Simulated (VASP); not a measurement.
AlN: single point with r2SCAN

AlN:

```
Al N
1.0
     0.00000    2.18399    2.37509
     2.18399    0.00000    2.37509
     2.18399    2.18399    0.00000
Al N
1 1
Cartesian
  0.0000 0.0000 0.0000
  3.2760 3.2760 3.5626
```

This cell differs from its parent crystal: strain +0.0875 x Voigt [0, 0, 1, 0, 0, 0].

```
Program             : VASP 6.6.1
Task                : single point
Functional          : r2SCAN
Potentials or basis : VASP PAW PBE potentials, release 64 (Al, N)
Cutoff              : 520 eV
k mesh              : 10 × 10 × 10
Occupations         : gaussian, width 0.05 eV
Spin                : no spin polarisation
```

| Property | Result |
| --- | --- |
| Pressure | -15.6 GPa |
| Band gap on the k mesh | 3.60 eV, indirect (least direct gap 3.94 eV) |

Stress tensor (GPa, compression positive):
```
-10.32   0.00   0.00
  0.00 -10.32   0.00
  0.00   0.00 -26.10
```

Levels at points of the mesh, in eV from the valence-band top:
| k point | band 1 | band 2 | band 3 | band 4 | band 5 | band 6 | band 7 | band 8 | band 9 |
| --- | --- | --- | --- | --- | --- | --- | --- | --- | --- |
| (0.00, 0.00, 0.00) | -15.45 | -0.44 | -0.03 | -0.03 | 3.91 | 12.48 | 12.48 | 12.57 | 16.06 |
| (0.50, 0.00, 0.00) | -13.66 | -5.73 | -1.02 | -0.29 | 6.95 | 10.05 | 10.88 | 11.98 | 17.75 |
| (0.50, 0.50, 0.00) | -13.33 | -5.40 | -1.44 | -1.44 | 3.99 | 9.63 | 12.87 | 16.11 | 16.11 |
| (0.50, 0.00, 0.50) | -13.00 | -4.62 | -2.12 | -2.07 | 3.60 | 8.31 | 14.25 | 14.27 | 16.69 |

Wall time 22 s on 1 thread of Intel(R) Xeon(R) 6975P-C (Granite Rapids) (shared host), peak memory 0.15 GiB.

Caveat: the cell differs from its parent crystal (strain +0.0875 x Voigt [0, 0, 1, 0, 0, 0]); the PAW data sets were made with another functional, which shifts forces and pressure a little. A k mesh can miss the band edges.
